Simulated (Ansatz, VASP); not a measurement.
# Two plane-wave programs on Ir

```
CELL_PARAMETERS angstrom
0.00000 2.20496 1.49871
2.20496 0.00000 1.49871
2.20496 2.20496 0.00000
ATOMIC_POSITIONS crystal
Ir 0.00000 0.00000 0.00000
```

Alike in both runs: task single point; functional LDA; k mesh 22 × 22 × 22; occupations gaussian, width 0.15 eV; no spin polarisation.

```csv
,VASP,Ansatz
version,VASP 6.6.1,Ansatz 0.2.0
potentials or method,"VASP PAW LDA potentials, release 64 (Ir), cutoff 520 eV","scalar-relativistic, plane waves, PAW"
valence electrons in the cell,9,17
```

VASP gave:

| Property | Result |
| --- | --- |
| gap on the k mesh at the Fermi level (eV) | none |
| pressure (GPa) | -4.4 |
| traceless stress, the component that is largest in VASP (GPa) | -14.39 |

Q: What did Ansatz give for the same quantities?

A: gap on the k mesh at the Fermi level (eV): none; pressure (GPa): -6.5; traceless stress, the component that is largest in VASP (GPa): -14.84.

LDA's correlation is that of Perdew and Zunger in VASP and of Perdew and Wang (1992) in Ansatz. A gap of «none» marks a metal or a gap that the smearing closes. VASP's potentials hold 9 valence electrons a cell and Ansatz's 17, so a difference there can come from the potentials and not from the codes.

Neither program's run includes spin-orbit coupling.
